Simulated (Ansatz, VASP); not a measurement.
**One calculation of Al2GaSb3, two programs**

INCAR

```
SYSTEM = Al2GaSb3
PREC = Accurate
ENCUT = 600
EDIFF = 1E-6
ISMEAR = 0
SIGMA = 0.1
LREAL = .False.
LASPH = .True.
NELM = 100
ALGO = Normal
ISIF = 3
LWAVE = .False.
LCHARG = .False.
GGA = PE
IBRION = 2
NSW = 90
EDIFFG = -0.04
```

KPOINTS

```
Automatic mesh
0
Gamma
  3 3 4
  0 0 0
```

POSCAR

```
Al2GaSb3
1.0
    6.5036206600      0.0000000000      0.0000000000
   -3.2518103300      5.6323007100      0.0000000000
    0.0000000000      0.0000000000      3.7683417700
Al Ga Sb
2 1 3
Direct
    0.6666666700      0.3333333300      0.0000000000
    0.3333333300      0.6666666700      0.0000000000
    0.0000000000      0.0000000000      0.0000000000
    0.5000000000      0.0000000000      0.5000000000
    0.0000000000      0.5000000000      0.5000000000
    0.5000000000      0.5000000000      0.5000000000
```

Input for Ansatz:

```yaml
crystal:
  lattice:
    - [6.50362066, 0.0, 0.0]
    - [-3.25181033, 5.63230071, 0.0]
    - [0.0, 0.0, 3.76834177]
  atoms:
    - { symbol: Al, position: [0.66666667, 0.33333333, 0.0] }
    - { symbol: Al, position: [0.33333333, 0.66666667, 0.0] }
    - { symbol: Ga, position: [0.0, 0.0, 0.0] }
    - { symbol: Sb, position: [0.5, 0.0, 0.5] }
    - { symbol: Sb, position: [0.0, 0.5, 0.5] }
    - { symbol: Sb, position: [0.5, 0.5, 0.5] }
basis:
  ecutwfc: 420
kpoints:
  mp_grid: { grid: [3, 3, 4] }
hamiltonian:
  xc: pbe
scf:
  occupations: { method: gaussian, width: 0.1 }
  lower_state_search: "off"
output:
  forces: true
  stress: true
  eigenvalues: true
relax:
  adjacent_minimum: "off"
  f_tol: 0.04
  max_steps: 70
  cell: { stress_tol: 0.4 }
```

Change from the starting cell: species swapped into the YB2Ir3 type (P6/mmm, No. 191).

Alike in both runs: task relaxation of cell and atoms; functional PBE; k mesh 3 × 3 × 4; occupations gaussian, width 0.1 eV; no spin polarisation.

|  | VASP | Ansatz |
| --- | --- | --- |
| version | VASP 6.6.1 | Ansatz 0.2.0 |
| potentials or method | VASP PAW PBE potentials, release 64 (Al, Ga_d, Sb), cutoff 600 eV | scalar-relativistic, plane waves, PAW |
| valence electrons in the cell | 34 | 64 |

|  | VASP | Ansatz | Ansatz less VASP |
| --- | --- | --- | --- |
| gap on the k mesh at the Fermi level, each at its own relaxed structure (eV) | none | none | - |
| relaxed volume (Å³/atom) | 28.49 | 28.36 | -0.124 |
| relaxed cell length with the largest relative difference (Å) | 7.125 | 7.099 | -0.0260 |

A gap of «none» marks a metal or a gap that the smearing closes. VASP's potentials hold 34 valence electrons a cell and Ansatz's 64, so a difference there can come from the potentials and not from the codes.

The k mesh is coarse, so the values compare programs but aren't converged. Spin-orbit coupling is off throughout. Noted on VASP's run: the volume moved by over 15 % at a fixed basis, so the end points are rough.
